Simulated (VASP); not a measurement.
# As (Pm-3m) in VASP: a series of runs, part 2 of 2

VASP 6.6.1. The steps go on from the part before.

## (3) Relaxation of cell and atoms, r2SCAN, target pressure 20 GPa, at which the enthalpy is minimised

POSCAR

```
As
1.0
    2.8700000000      0.0000000000      0.0000000000
    0.0000000000      2.8700000000      0.0000000000
    0.0000000000      0.0000000000      2.8700000000
As
1
Direct
    0.0000000000      0.0000000000      0.0000000000
```

INCAR.step1

```
  ALGO = Normal
  EDIFF = 1E-4
  ENCUT = 600
  GGA = PE
  ISMEAR = 0
  LASPH = True
  LCHARG = False
  LREAL = False
  LWAVE = True
  NELM = 60
  PREC = Accurate
  SIGMA = 0.1
```

INCAR.step2

```
  ALGO = Normal
  EDIFF = 1E-6
  EDIFFG = -0.02
  ENCUT = 600
  IBRION = 2
  ISIF = 3
  ISMEAR = 0
  ISTART = 1
  LASPH = True
  LCHARG = False
  LMIXTAU = True
  LREAL = False
  LWAVE = False
  METAGGA = R2SCAN
  NELM = 60
  NSW = 80
  PREC = Accurate
  PSTRESS = 200.0
  SIGMA = 0.1
```

KPOINTS

```
k-points
0
Gamma
  9 9 9
```

Potentials or basis: VASP PAW PBE potentials, release 64 (As).

Run with:

```
$ cat potpaw_PBE.64/As/POTCAR > POTCAR
$ cp INCAR.step1 INCAR
$ mpirun -np 1 vasp_std > vasp.out
$ cp INCAR.step2 INCAR
$ mpirun -np 1 vasp_std > vasp.out
```

OUTCAR:

```text
EDIFF = 1E-6
   EDIFFG = -0.02
   ENCUT = 600
   IBRION = 2
   ISIF = 3
   ISMEAR = 0
   ISTART = 1
   LASPH = True
   LREAL = False
   METAGGA = R2SCAN
   NELM = 60
   NSW = 80
   PREC = Accurate
   PSTRESS = 200.0

 ion  position               nearest neighbor table
   1  0.000  0.000  0.000-

  LATTYP: Found a simple cubic cell.
 ALAT       =     2.8700000000

  Lattice vectors:

 A1 = (   2.8700000000,   0.0000000000,   0.0000000000)
 A2 = (   0.0000000000,   2.8700000000,   0.0000000000)
 A3 = (   0.0000000000,   0.0000000000,   2.8700000000)

Analysis of symmetry for initial positions (statically):
=====================================================================
 Subroutine PRICEL returns:
 Original cell was already a primitive cell.

 Routine SETGRP: Setting up the symmetry group for a
 simple cubic supercell.

 Subroutine GETGRP returns: Found 48 space group operations
 (whereof 48 operations were pure point group operations)
 out of a pool of 48 trial point group operations.

The static configuration has the point symmetry O_h .

Analysis of symmetry for dynamics (positions and initial velocities):
=====================================================================
 Subroutine PRICEL returns:
 Original cell was already a primitive cell.

 Routine SETGRP: Setting up the symmetry group for a
 simple cubic supercell.

 Subroutine GETGRP returns: Found 48 space group operations
 (whereof 48 operations were pure point group operations)
 out of a pool of 48 trial point group operations.

The dynamic configuration has the point symmetry O_h .

 Subroutine INISYM returns: Found 48 space group operations
 (whereof 48 operations are pure point group operations),
 and found     1 'primitive' translations

----------------------------------------------------------------------------------------

                                     Primitive cell

  volume of cell :      23.6399

  direct lattice vectors                    reciprocal lattice vectors
     2.870000000  0.000000000  0.000000000     0.348432056  0.000000000  0.000000000
     0.000000000  2.870000000  0.000000000     0.000000000  0.348432056  0.000000000
     0.000000000  0.000000000  2.870000000     0.000000000  0.000000000  0.348432056

  length of vectors
     2.870000000  2.870000000  2.870000000     0.348432056  0.348432056  0.348432056

  position of ions in fractional coordinates (direct lattice)
     0.000000000  0.000000000  0.000000000

  ion indices of the primitive-cell ions
   primitive index   ion index
                 1           1

----------------------------------------------------------------------------------------

 KPOINTS: k-points

Automatic generation of k-mesh.
 Grid dimensions read from file:
 generate k-points for:    9    9    9

 Generating k-lattice:

  Cartesian coordinates                     Fractional coordinates (reciprocal lattice)
     0.038714673  0.000000000  0.000000000     0.111111111  0.000000000  0.000000000
     0.000000000  0.038714673  0.000000000     0.000000000  0.111111111  0.000000000
     0.000000000  0.000000000  0.038714673     0.000000000  0.000000000  0.111111111

  Length of vectors
     0.038714673  0.038714673  0.038714673

  Shift w.r.t. Gamma in fractional coordinates (k-lattice)
     0.000000000  0.000000000  0.000000000

 Subroutine IBZKPT returns following result:
 ===========================================

 Found     35 irreducible k-points:

 Following reciprocal coordinates:
            Coordinates               Weight
  0.000000  0.000000  0.000000      1.000000
  0.111111  0.000000  0.000000      6.000000
  0.222222  0.000000  0.000000      6.000000
  0.333333  0.000000  0.000000      6.000000
  0.444444  0.000000  0.000000      6.000000
  0.111111  0.111111  0.000000     12.000000
[... 16 lines left out ...]
  0.333333  0.333333  0.111111     24.000000
  0.444444  0.333333  0.111111     48.000000
 [... further k-points ...]
   k-points           NKPTS =     35   k-points in BZ     NKDIM =     35   number of bands    NBANDS=      6
   number of dos      NEDOS =    301   number of ions     NIONS =      1
   total plane-waves  NPLWV =  13824
   dimension x,y,z NGX =    24 NGY =   24 NGZ =   24
   dimension x,y,z NGXF=    48 NGYF=   48 NGZF=   48
   ions per type =               1
   NGX,Y,Z   is equivalent  to a cutoff of  13.90, 13.90, 13.90 a.u.
   NGXF,Y,Z  is equivalent  to a cutoff of  27.80, 27.80, 27.80 a.u.
 SYSTEM =  unknown system
   PREC   = accura    normal or accurate (medium, high low for compatibility)
   ISTART =      1    job   : 0-new  1-cont  2-samecut
   ICHARG =      0    charge: 1-file 2-atom 10-const
   ISPIN  =      1    spin polarized calculation?
   LNONCOLLINEAR =      F non collinear calculations
   LSORBIT =      F    spin-orbit coupling
   LASPH  =      T    aspherical Exc in radial PAW
   ENCUT  =  600.0 eV  44.10 Ry    6.64 a.u.   5.73  5.73  5.73*2*pi/ulx,y,z
   NELM   =     60;   NELMIN=  2; NELMDL=  0     # of ELM steps
   EDIFF  = 0.1E-05   stopping-criterion for ELM
   LREAL  =      F    real-space projection
   EDIFFG = -.2E-01   stopping-criterion for IOM
   NSW    =     80    number of steps for IOM
   IBRION =      2    ionic relax: 0-MD 1-quasi-New 2-CG
   NFREE  =      1    steps in history (QN), initial steepest desc. (CG)
   ISIF   =      3    stress and relaxation
   ISYM   =      2    0-nonsym 1-usesym 2-fastsym
   POTIM  = 0.5000    time-step for ionic-motion
   TEBEG  =    0.0;   TEEND  =   0.0 temperature during run
   PSTRESS=  200.0 pullay stress
   NELECT =       5.0000    total number of electrons
   NUPDOWN=      -1.0000    fix difference up-down
   EMIN   =  10.00;   EMAX   =-10.00  energy-range for DOS
   EFERMI =   0.00;   METHOD = LEGACY
   ISMEAR =     0;   SIGMA  =   0.10  broadening in eV -4-tet -1-fermi 0-gaus
   EFERMI_NEDOS =   21; number of points for ismear=-14 and -15
   IALGO  =     38    algorithm
   IMIX   =      4    mixing-type and parameters
     AMIX     =   0.40;   BMIX     =  1.00
     AMIX_MAG =   1.60;   BMIX_MAG =  1.00
  volume/ion in A,a.u.               =      23.64       159.53
  Fermi-wavevector in a.u.,A,eV,Ry     =   0.975400  1.843240 12.944664  0.951406
  Thomas-Fermi vector in A             =   2.105937
   LORBIT       =      0    0 simple, 1 ext, 2 COOP (PROOUT), +10 PAW based schemes
   METAGGA = R2SCAN    functional components
   LHFCALC =     F    Hartree Fock is set to
   AEXX    =    0.0000 exact exchange contribution
   IVDW    =     0    specifies the selected vdW correction
   LEPSILON=     F    determine dielectric tensor
   LRPA    =     F    only Hartree local field effects (RPA)
 conjugate gradient relaxation of ions
 non-spin polarized calculation
 Gauss-broadening in eV      SIGMA  =   0.10
  energy-cutoff  :      600.00
  volume of cell :       23.64
 maximum number of plane-waves:       808
 NGX is ok and might be reduce to    24
   NGX = 11   NGY = 11   NGZ = 11

--------------------------------------- Ionic step        1  -------------------------------------------

 number of electron       5.0000001 magnetization

 Free energy of the ion-electron system (eV)
  ---------------------------------------------------
  ext. energy  EPLUGINS =         0.00000000
  ---------------------------------------------------
  free energy    TOTEN  =       -14.40194349 eV

  energy without entropy =      -14.40041563  energy(sigma->0) =      -14.40117956

 E-fermi :   3.9401     XC(G=0): -10.1245

 val. band max:        3.7906502358   @ k =   0.4444   0.3333   0.3333
 cond. band min:       4.0153743198   @ k =   0.3333   0.2222   0.0000
 fundamental gap:      0.2247240840
 Fermi energy:         3.9401233505

 k-point     1 :       0.0000    0.0000    0.0000
  band No.  band energies     occupation
      1     -10.2924      2.00000
      2       7.5254      0.00000
      3       7.5254      0.00000
      4       7.5254      0.00000
      5      12.6577      0.00000
      6      12.6577      0.00000
[... 577 lines left out ...]
  enthalpy is  TOTEN    =       -12.2954015769 eV   P V=        2.1226065786

--------------------------------------- Ionic step        5  -------------------------------------------

 number of electron       5.0000000 magnetization

 Free energy of the ion-electron system (eV)
  ---------------------------------------------------
  ext. energy  EPLUGINS =         0.00000000
  ---------------------------------------------------
  free energy    TOTEN  =       -14.39268909 eV

  energy without entropy =      -14.38890148  energy(sigma->0) =      -14.39079529

 E-fermi :   8.1694     XC(G=0): -11.6902

 val. band max:        8.0272409212   @ k =   0.3333   0.2222   0.0000
 cond. band min:       8.2095770860   @ k =   0.3333   0.3333   0.3333
 fundamental gap:      0.1823361648
 Fermi energy:         8.1694194198

 k-point     1 :       0.0000    0.0000    0.0000
  band No.  band energies     occupation
      1      -9.5467      2.00000
      2      12.8576      0.00000
      3      12.8576      0.00000
      4      12.8576      0.00000
      5      16.8415      0.00000
      6      16.8415      0.00000
[... 235 lines left out ...]
  FREE ENERGIE OF THE ION-ELECTRON SYSTEM (eV)
  ---------------------------------------------------
  free  energy   TOTEN  =       -14.3926890927 eV

  energy  without entropy=      -14.3889014820  energy(sigma->0) =      -14.39079529

  enthalpy is  TOTEN    =       -12.2967426165 eV   P V=        2.0959464762

 reached required accuracy - stopping structural energy minimisation
```

Run time: 30 s. Hardware: 1 thread of Intel Xeon 6975P-C (Granite Rapids), shared host; peak memory 0.15 GiB.

Results:

* Free energy: -14.3927 eV
* Relaxed volume: 16.79 Å³/atom
* Relaxed cell: a = 2.561 Å, b = 2.561 Å, c = 2.561 Å, α = 90.00°, β = 90.00°, γ = 90.00°
* Space group after relaxing (to 0.1 Å): Pm-3m (No. 221)
* Energy change on relaxing (the run minimises the enthalpy): +9.3 meV/atom
* Ionic steps: 5
* Pressure after relaxing: 20.0 GPa
* Band gap on the k mesh: zero (an odd number of electrons rules out a gap without spin polarisation)

Step by step:
```tsv
step	energy change (eV)	largest force (eV/Å)	pressure (GPa)	volume (Å³)
1	0.0000	0.0000	-10.37	23.64
2	2.4528	0.0000	166.94	11.38
3	-0.0489	0.0000	15.23	17.32
4	-0.0161	0.0000	18.01	17.00
5	0.0093	0.0000	20.02	16.79
```

Final structure:
```
CELL_PARAMETERS angstrom
2.56067 0.00000 0.00000
0.00000 2.56067 0.00000
0.00000 0.00000 2.56067
ATOMIC_POSITIONS crystal
As 0.00000 0.00000 0.00000
```

Caveat: the cell is relaxed towards a set pressure, so the run minimises the enthalpy, not the energy; the volume moved by over 15 % at a fixed basis, so the end points are rough; the PAW data sets were made with another functional, which shifts forces and pressure a little.
